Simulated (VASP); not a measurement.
# ZnGe3 (Pm-3m) in VASP: further runs, part 2 of 2

VASP 6.6.1. The steps go on from the part before.

### Step 3. Single point, r2SCAN

This run uses another cell than the first one, of 19.82 Å³/atom, 1.026 times its volume.

POSCAR

```
ZnGe3
1.0
    4.2961309428      0.0000000000      0.0000000000
    0.0000000000      4.2961309428      0.0000000000
    0.0000000000      0.0000000000      4.2961309428
Zn Ge
1 3
Direct
    0.0000000000      0.0000000000      0.0000000000
    0.0000000000      0.5000000000      0.5000000000
    0.5000000000      0.0000000000      0.5000000000
    0.5000000000      0.5000000000      0.0000000000
```

INCAR.step1

```
  ALGO = Normal
  EDIFF = 1E-4
  ENCUT = 520
  GGA = PE
  ISMEAR = 1
  LASPH = T
  LCHARG = F
  LREAL = F
  LWAVE = T
  NBANDS = 35
  NELM = 100
  PREC = Accurate
  SIGMA = 0.1
```

INCAR.step2

```
  ALGO = Normal
  EDIFF = 1E-7
  ENCUT = 520
  ISIF = 2
  ISMEAR = 1
  ISTART = 1
  LASPH = T
  LCHARG = F
  LMIXTAU = T
  LREAL = F
  LWAVE = F
  METAGGA = R2SCAN
  NBANDS = 35
  NELM = 100
  PREC = Accurate
  SIGMA = 0.1
```

KPOINTS

```
k-points
0
Gamma
  6 6 6
```

Potentials or basis: VASP PAW PBE potentials, release 64 (Zn, Ge_d).

Run with:

```console
$ cat potpaw_PBE.64/Zn/POTCAR potpaw_PBE.64/Ge_d/POTCAR > POTCAR
$ cp INCAR.step1 INCAR
$ mpirun -np 1 vasp_std > vasp.out
$ cp INCAR.step2 INCAR
$ mpirun -np 1 vasp_std > vasp.out
```

Run time: 6 min. Hardware: 1 thread of AMD EPYC 7R13, shared host; peak memory 0.18 GiB.

The run converged. Its results:

| Item | Value |
| --- | --- |
| Free energy | -48.4596 eV |
| Pressure | -5.4 GPa |
| Band gap on the k mesh | zero (band 27 reaches 5.45 eV, above the bottom of band 28 at 1.99 eV) |

Levels at points of the mesh, in eV from the Fermi level:
| k point | band 24 | band 25 | band 26 | band 27 | band 28 | band 29 | band 30 | band 31 |
| --- | --- | --- | --- | --- | --- | --- | --- | --- |
| (0.00, 0.00, 0.00) | -3.83 | -3.83 | -3.83 | -1.36 | 2.66 | 2.66 | 2.66 | 4.37 |
| (0.50, 0.00, 0.00) | -1.95 | -1.95 | -1.86 | -0.99 | -0.99 | 0.33 | 0.60 | 4.88 |
| (0.50, 0.50, 0.00) | -6.11 | -0.75 | -0.06 | 0.24 | 0.24 | 0.38 | 0.38 | 2.36 |
| (0.50, 0.50, 0.50) | -5.66 | -4.77 | -4.77 | -4.77 | -3.14 | 6.80 | 6.80 | 6.91 |

Caveat: the PAW data sets were made with another functional, which shifts forces and pressure a little.

### Step 4. Single point, r2SCAN

This run uses another cell than the first one, of 20.32 Å³/atom, 1.052 times its volume.

POSCAR

```
ZnGe3
1.0
    4.3320835009      0.0000000000      0.0000000000
    0.0000000000      4.3320835009      0.0000000000
    0.0000000000      0.0000000000      4.3320835009
Zn Ge
1 3
Direct
    0.0000000000      0.0000000000      0.0000000000
    0.0000000000      0.5000000000      0.5000000000
    0.5000000000      0.0000000000      0.5000000000
    0.5000000000      0.5000000000      0.0000000000
```

INCAR.step1

```
SYSTEM = ZnGe3
PREC = Accurate ; ENCUT = 520
ISMEAR = 1 ; SIGMA = 0.1
LREAL = .FALSE. ; LASPH = .TRUE.
NELM = 60 ; NBANDS = 35
GGA = PE ; ALGO = Normal
EDIFF = 1E-4 ; LWAVE = .TRUE.
LCHARG = .FALSE.
```

INCAR.step2

```
SYSTEM = ZnGe3
PREC = Accurate ; ENCUT = 520
EDIFF = 1E-6 ; ISMEAR = 1
SIGMA = 0.1 ; LREAL = .FALSE.
LASPH = .TRUE. ; NELM = 60
ALGO = Normal ; ISIF = 2
LWAVE = .FALSE. ; LCHARG = .TRUE.
METAGGA = R2SCAN ; LMIXTAU = .TRUE.
LELF = .TRUE. ; LVHAR = .TRUE.
NBANDS = 35 ; ISTART = 1
```

KPOINTS

```
regular mesh
0
G
  6 6 6
  0 0 0
```

Potentials or basis: VASP PAW PBE potentials, release 64 (Zn, Ge_d).

Run with:

```console
$ cat potpaw_PBE.64/Zn/POTCAR potpaw_PBE.64/Ge_d/POTCAR > POTCAR
$ cp INCAR.step1 INCAR
$ mpirun -np 1 vasp_std > vasp.out
$ cp INCAR.step2 INCAR
$ mpirun -np 1 vasp_std > vasp.out
```

OUTCAR:

```text
SYSTEM = ZnGe3
   PREC = Accurate
   ENCUT = 520
   EDIFF = 1E-6
   ISMEAR = 1
   LREAL = .FALSE.
   LASPH = .TRUE.
   NELM = 60
   ISIF = 2
   METAGGA = R2SCAN
   ISTART = 1

 ion  position               nearest neighbor table
   1  0.000  0.000  0.000-
   2  0.000  0.500  0.500-
   3  0.500  0.000  0.500-
   4  0.500  0.500  0.000-

  LATTYP: Found a simple cubic cell.
 ALAT       =     4.3320835009

  Lattice vectors:

 A1 = (   4.3320835009,   0.0000000000,   0.0000000000)
 A2 = (   0.0000000000,   4.3320835009,   0.0000000000)
 A3 = (   0.0000000000,   0.0000000000,   4.3320835009)

Analysis of symmetry for initial positions (statically):
=====================================================================
 Subroutine PRICEL returns:
 Original cell was already a primitive cell.

 Routine SETGRP: Setting up the symmetry group for a
 simple cubic supercell.

 Subroutine GETGRP returns: Found 48 space group operations
 (whereof 48 operations were pure point group operations)
[... 159 lines left out ...]
  free energy    TOTEN  =       -48.38546312 eV

  energy without entropy =      -48.38287937  energy(sigma->0) =      -48.38460187

 E-fermi :   4.8965     XC(G=0): -11.7621

 val. band max:        4.8721677426   @ k =   0.5000   0.5000   0.0000
 cond. band min:       4.9042295769   @ k =   0.3333   0.3333   0.3333
 fundamental gap:      0.0320618343
 Fermi energy:         4.8965308299

 k-point     1 :       0.0000    0.0000    0.0000
  band No.  band energies     occupation
      1     -20.7342      2.00000
      2     -20.7342      2.00000
      3     -20.7342      2.00000
      4     -20.7225      2.00000
      5     -20.6916      2.00000
      6     -20.6916      2.00000
[... 749 lines left out ...]
     34      15.3102      0.00000
     35      15.3102      0.00000

------------------------ aborting loop because EDIFF is reached ----------------------------------------

  FORCE on cell =-STRESS in cart. coord.  units (eV):
  Direction    XX          YY          ZZ          XY          YZ          ZX
  --------------------------------------------------------------------------------------
  -------------------------------------------------------------------------------------
  Total       -3.2991626     -3.2991626     -3.2991626     -0.0000000     -0.0000000     -0.0000000
  in kB      -65.0165393    -65.0165393    -65.0165393     -0.0000000     -0.0000000     -0.0000000
  external PRESSURE =     -65.0165393 kB  Pullay stress =       0.0000000 kB

 VOLUME and BASIS-vectors are now :
 -----------------------------------------------------------------------------
  energy-cutoff  :      520.00
  volume of cell :       81.30
      direct lattice vectors                 reciprocal lattice vectors
     4.332083501  0.000000000  0.000000000     0.230835809  0.000000000  0.000000000
     0.000000000  4.332083501  0.000000000     0.000000000  0.230835809  0.000000000
     0.000000000  0.000000000  4.332083501     0.000000000  0.000000000  0.230835809

 POSITION                                       TOTAL-FORCE (eV/Angst)
 -----------------------------------------------------------------------------------
      0.00000      0.00000      0.00000         0.000000      0.000000      0.000000
      0.00000      2.16604      2.16604         0.000000      0.000000      0.000000
      2.16604      0.00000      2.16604         0.000000      0.000000      0.000000
      2.16604      2.16604      0.00000         0.000000      0.000000      0.000000
 -----------------------------------------------------------------------------------
    total drift:                                0.000000     -0.000000     -0.000000

  FREE ENERGIE OF THE ION-ELECTRON SYSTEM (eV)
  ---------------------------------------------------
  free  energy   TOTEN  =       -48.3854631246 eV

  energy  without entropy=      -48.3828793727  energy(sigma->0) =      -48.38460187
```

It took 5.3 min on 1 thread of AMD EPYC 7R13, shared host; peak memory 0.18 GiB.

What came out:

```
Free energy            : -48.3855 eV
Pressure               : -6.5 GPa
Band gap on the k mesh : zero (band 27 reaches 5.17 eV, above the bottom of band 28 at 1.81 eV)
```

Caveat: the PAW data sets were made with another functional, which shifts forces and pressure a little.

### Step 5. The runs side by side

```tsv
cell	gap on the mesh (eV)	pressure (GPa)
a = 4.260 Å, 4 atoms	none	-4.1
a = 4.296 Å, 4 atoms	none	-5.4
a = 4.332 Å, 4 atoms	none	-6.5
```

Alike in all rows: task single point; level r2SCAN; potentials or basis VASP PAW PBE potentials, release 64 (Zn, Ge_d); no spin polarisation; k mesh 6 × 6 × 6; cutoff (eV) 520; smearing methfessel-paxton 0.1 eV.

Caveats: the PAW data sets were made with another functional, which shifts forces and pressure a little.

Absolute energies hang on the potentials; compare differences alone.
